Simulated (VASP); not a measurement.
A run of VASP 6.6.1 is set up as follows.

INCAR

```
  PREC = Accurate
  ENCUT = 520
  EDIFF = 1E-6
  ISMEAR = 0
  SIGMA = 0.05
  LREAL = F
  LASPH = T
  NELM = 60
  ALGO = Normal
  ISIF = 2
  LWAVE = F
  LCHARG = F
  LDIPOL = T
  IDIPOL = 3
  DIPOL = 0.5 0.5 0.500
  NBANDS = 76
```

KPOINTS

```
regular mesh
0
Gamma
  7 5 1
```

File POSCAR:

```
GaP
1.0
    3.8122248936      0.0000000000      0.0000000000
    0.0000000000      5.3913001473      0.0000000000
    0.0000000000      0.0000000000     26.4366746807
Ga P
7 7
Direct
    0.5000000000      0.5000000000      0.2836967996
    0.0000000000      0.0000000000      0.3557978664
    0.5000000000      0.5000000000      0.4278989332
    0.0000000000      0.0000000000      0.5000000000
    0.5000000000      0.5000000000      0.5721010668
    0.0000000000      0.0000000000      0.6442021336
    0.5000000000      0.5000000000      0.7163032004
    0.0000000000      0.7500000000      0.2836967996
    0.5000000000      0.2500000000      0.3557978664
    0.0000000000      0.7500000000      0.4278989332
    0.5000000000      0.2500000000      0.5000000000
    0.0000000000      0.7500000000      0.5721010668
    0.5000000000      0.2500000000      0.6442021336
    0.0000000000      0.7500000000      0.7163032004
```

Potentials or basis: VASP PAW LDA potentials, release 64 (Ga_d, P).

Run with:

```bash
$ cat potpaw_LDA.64/Ga_d/POTCAR potpaw_LDA.64/P/POTCAR > POTCAR
$ mpirun -np 1 vasp_std > vasp.out
```

Problem. What does it give for the largest force?

Solution. 1.948 eV/Å.

Problem. Estimate the band gap on the k mesh.

Solution. 0.48 eV, indirect (least direct gap 0.59 eV).

Forces in eV/Å, atoms in the order of the input:
```
Ga   0.000  1.308  1.443
Ga   0.000 -0.344  0.193
Ga   0.000  0.351  0.102
Ga   0.000 -0.175  0.000
Ga   0.000  0.351 -0.102
Ga   0.000 -0.344 -0.193
Ga   0.000  1.308 -1.443
P    0.000 -0.420 -1.323
P    0.000 -0.704 -0.516
P    0.000 -0.021  0.071
P    0.000 -0.164  0.000
P    0.000 -0.021 -0.071
P    0.000 -0.704  0.516
P    0.000 -0.420  1.323
```
